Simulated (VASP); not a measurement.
# MgF2 (P4_2/mnm) in VASP: single point with PBE

Aim: the single point of MgF2 with PBE.

Everything below comes from runs of VASP 6.6.1. Logs are shortened: lines on timing, memory, paths and dates and some standing lists are left out, and cuts for length are marked.

## (1) The cell of the first run

It takes space group P4_2/mnm (No. 136, tetragonal). Conventional cell: a = 4.698 Å, b = 4.698 Å, c = 3.093 Å, α = 90.00°, β = 90.00°, γ = 90.00°. Within 2.7 Å of Mg (site symmetry mmm) lie 6 F at 2.02 Å. F (site symmetry m2m) has 3 Mg at 2.02 Å and 1 F at 2.61 Å within 2.7 Å.

## (2) Single point, PBE

Contents of INCAR:

```
PREC = Accurate
ENCUT = 840
EDIFF = 1E-6
ISMEAR = 0
SIGMA = 0.05
LREAL = F
LASPH = T
NELM = 120
ALGO = Normal
ISIF = 2
LWAVE = F
LCHARG = F
GGA = PE
NBANDS = 33
GGA_COMPAT = F
```

Contents of KPOINTS:

```
Automatic mesh
0
Gamma
  6 6 10
```

Contents of POSCAR:

```
MgF2
1.0
    4.6979584702      0.0000000000      0.0000000000
    0.0000000000      4.6979584702      0.0000000000
    0.0000000000      0.0000000000      3.0925922753
Mg F
2 4
Direct
    0.0000000000      0.0000000000      0.0000000000
    0.5000000000      0.5000000000      0.5000000000
    0.3035651231      0.3035651231      0.0000000000
    0.1964348769      0.8035651231      0.5000000000
    0.6964348769      0.6964348769      0.0000000000
    0.8035651231      0.1964348769      0.5000000000
```

Potentials or basis: VASP PAW PBE potentials, release 64 (Mg_sv, F).

On the command line:

```bash
$ cat potpaw_PBE.64/Mg_sv/POTCAR potpaw_PBE.64/F/POTCAR > POTCAR
$ mpirun -np 1 vasp_std > vasp.out
```

OUTCAR:

```text
PREC = Accurate
   ENCUT = 840
   EDIFF = 1E-6
   ISMEAR = 0
   LREAL = F
   LASPH = T
   NELM = 120
   ISIF = 2
   GGA = PE

 ion  position               nearest neighbor table
   1  0.000  0.000  0.000-   3 2.02   5 2.02   4 2.02   6 2.02   4 2.02   6 2.02
   2  0.500  0.500  0.500-   4 2.02   6 2.02   5 2.02   3 2.02   3 2.02   5 2.02
   3  0.304  0.304  0.000-   1 2.02   2 2.02   2 2.02
   4  0.196  0.804  0.500-   2 2.02   1 2.02   1 2.02
   5  0.696  0.696  0.000-   1 2.02   2 2.02   2 2.02
   6  0.804  0.196  0.500-   2 2.02   1 2.02   1 2.02

  LATTYP: Found a simple tetragonal cell.
 ALAT       =     4.6979584702
 C/A-ratio  =     0.6582842941

  Lattice vectors:

 A1 = (   4.6979584702,   0.0000000000,   0.0000000000)
 A2 = (   0.0000000000,   4.6979584702,   0.0000000000)
 A3 = (   0.0000000000,   0.0000000000,   3.0925922753)

Analysis of symmetry for initial positions (statically):
=====================================================================
 Subroutine PRICEL returns:
 Original cell was already a primitive cell.

 Routine SETGRP: Setting up the symmetry group for a
 simple tetragonal supercell.

 Subroutine GETGRP returns: Found 16 space group operations
 (whereof  8 operations were pure point group operations)
 out of a pool of 16 trial point group operations.

The static configuration has the point symmetry D_2h.
 The point group associated with its full space group is D_4h.

Analysis of symmetry for dynamics (positions and initial velocities):
=====================================================================
 Subroutine PRICEL returns:
 Original cell was already a primitive cell.

 Routine SETGRP: Setting up the symmetry group for a
 simple tetragonal supercell.

 Subroutine GETGRP returns: Found 16 space group operations
 (whereof  8 operations were pure point group operations)
 out of a pool of 16 trial point group operations.

The dynamic configuration has the point symmetry D_2h.
 The point group associated with its full space group is D_4h.

 Subroutine INISYM returns: Found 16 space group operations
 (whereof  8 operations are pure point group operations),
 and found     1 'primitive' translations

----------------------------------------------------------------------------------------

                                     Primitive cell

  volume of cell :      68.2560

  direct lattice vectors                    reciprocal lattice vectors
[... 92 lines left out ...]
   LASPH  =      T    aspherical Exc in radial PAW
   ENCUT  =  840.0 eV  61.74 Ry    7.86 a.u.  11.10 11.10  7.31*2*pi/ulx,y,z
   NELM   =    120;   NELMIN=  2; NELMDL= -5     # of ELM steps
   EDIFF  = 0.1E-05   stopping-criterion for ELM
   LREAL  =      F    real-space projection
   EDIFFG = 0.1E-04   stopping-criterion for IOM
   NSW    =      0    number of steps for IOM
   IBRION =     -1    ionic relax: 0-MD 1-quasi-New 2-CG
   NFREE  =      0    steps in history (QN), initial steepest desc. (CG)
   ISIF   =      2    stress and relaxation
   ISYM   =      2    0-nonsym 1-usesym 2-fastsym
   POTIM  = 0.5000    time-step for ionic-motion
   TEBEG  =    0.0;   TEEND  =   0.0 temperature during run
   PSTRESS=    0.0 pullay stress
   NELECT =      48.0000    total number of electrons
   NUPDOWN=      -1.0000    fix difference up-down
   EMIN   =  10.00;   EMAX   =-10.00  energy-range for DOS
   EFERMI =   0.00;   METHOD = LEGACY
   ISMEAR =     0;   SIGMA  =   0.05  broadening in eV -4-tet -1-fermi 0-gaus
   EFERMI_NEDOS =   21; number of points for ismear=-14 and -15
   IALGO  =     38    algorithm
   IMIX   =      4    mixing-type and parameters
     AMIX     =   0.40;   BMIX     =  1.00
     AMIX_MAG =   1.60;   BMIX_MAG =  1.00
  volume/ion in A,a.u.               =      11.38        76.77
  Fermi-wavevector in a.u.,A,eV,Ry     =   1.455822  2.751104 28.836423  2.119417
  Thomas-Fermi vector in A             =   2.572812
   LORBIT       =      0    0 simple, 1 ext, 2 COOP (PROOUT), +10 PAW based schemes
   GGA     = PE    functional components
   LHFCALC =     F    Hartree Fock is set to
   AEXX    =    0.0000 exact exchange contribution
   IVDW    =     0    specifies the selected vdW correction
   LEPSILON=     F    determine dielectric tensor
   LRPA    =     F    only Hartree local field effects (RPA)
 non-spin polarized calculation
 Gauss-broadening in eV      SIGMA  =   0.05
  energy-cutoff  :      840.00
  volume of cell :       68.26
 maximum number of plane-waves:      3807
 NGX is ok and might be reduce to    48
   NGX = 23   NGY = 23   NGZ = 15

 number of electron      47.9999994 magnetization

 Free energy of the ion-electron system (eV)
  ---------------------------------------------------
  ext. energy  EPLUGINS =         0.00000000
  ---------------------------------------------------
  free energy    TOTEN  =       -31.49262855 eV

  energy without entropy =      -31.49262855  energy(sigma->0) =      -31.49262855

 E-fermi :  -1.2030     XC(G=0):  -9.6848

 val. band max:       -1.6279557712   @ k =   0.0000   0.0000   0.0000
 cond. band min:       5.1913492403   @ k =   0.0000   0.0000   0.0000
 fundamental gap:      6.8193050115
 Fermi energy:        -1.2030356377

 k-point     1 :       0.0000    0.0000    0.0000
  band No.  band energies     occupation
      1     -72.6154      2.00000
      2     -72.6144      2.00000
      3     -39.3934      2.00000
      4     -39.3934      2.00000
      5     -39.3696      2.00000
      6     -39.3696      2.00000
[... 853 lines left out ...]
     32      14.5702      0.00000
     33      15.9651      0.00000

 [... further k-points ...]
[... 5 lines left out ...]
  --------------------------------------------------------------------------------------
  -------------------------------------------------------------------------------------
  Total       -0.0207686     -0.0207686      0.0519713      0.0000000      0.0000000      0.0000000
  in kB       -0.4875013     -0.4875013      1.2199249      0.0000000      0.0000000      0.0000000
  external PRESSURE =       0.0816408 kB  Pullay stress =       0.0000000 kB

 VOLUME and BASIS-vectors are now :
 -----------------------------------------------------------------------------
  energy-cutoff  :      840.00
  volume of cell :       68.26
      direct lattice vectors                 reciprocal lattice vectors
     4.697958470  0.000000000  0.000000000     0.212858416  0.000000000  0.000000000
     0.000000000  4.697958470  0.000000000     0.000000000  0.212858416  0.000000000
     0.000000000  0.000000000  3.092592275     0.000000000  0.000000000  0.323353327

 POSITION                                       TOTAL-FORCE (eV/Angst)
 -----------------------------------------------------------------------------------
      0.00000      0.00000      0.00000         0.000000      0.000000      0.000000
      2.34898      2.34898      1.54630         0.000000      0.000000      0.000000
      1.42614      1.42614      0.00000        -0.006194     -0.006194     -0.000000
      0.92284      3.77512      1.54630         0.006194     -0.006194     -0.000000
      3.27182      3.27182      0.00000         0.006194      0.006194      0.000000
      3.77512      0.92284      1.54630        -0.006194      0.006194      0.000000
 -----------------------------------------------------------------------------------
    total drift:                                0.000000     -0.000000     -0.000000

  FREE ENERGIE OF THE ION-ELECTRON SYSTEM (eV)
  ---------------------------------------------------
  free  energy   TOTEN  =       -31.4926285456 eV

  energy  without entropy=      -31.4926285456  energy(sigma->0) =      -31.49262855
```

stdout:

```text
POSCAR found type information on POSCAR MgF
 POSCAR found :  2 types and       6 ions
 scaLAPACK will be used
 LDA part: xc-table for (Slater+PW92), standard interpolation
 POSCAR, INCAR and KPOINTS ok, starting setup
 FFT: planning ... GRIDC
 FFT: planning ... GRID_SOFT
 FFT: planning ... GRID
 WAVECAR not read
 entering main loop
```

Run time: 2.6 min. Hardware: 1 thread of Intel Xeon Platinum 8375C at 2.90GHz (Ice Lake), shared host; peak memory 0.38 GiB.

What came out:

```yaml
Free_energy: -31.4926 eV
Pressure: 0.0 GPa
Largest_force: 0.009 eV/Å
Band_gap_on_the_k_mesh: 6.82 eV
```

Forces in eV/Å, atoms in the order of the input:
```
Mg   0.000  0.000  0.000
Mg   0.000  0.000  0.000
F   -0.006 -0.006  0.000
F    0.006 -0.006  0.000
F    0.006  0.006  0.000
F   -0.006  0.006  0.000
```

A k mesh can miss the band edges. As with any semilocal functional, this PBE gap is likely too small.
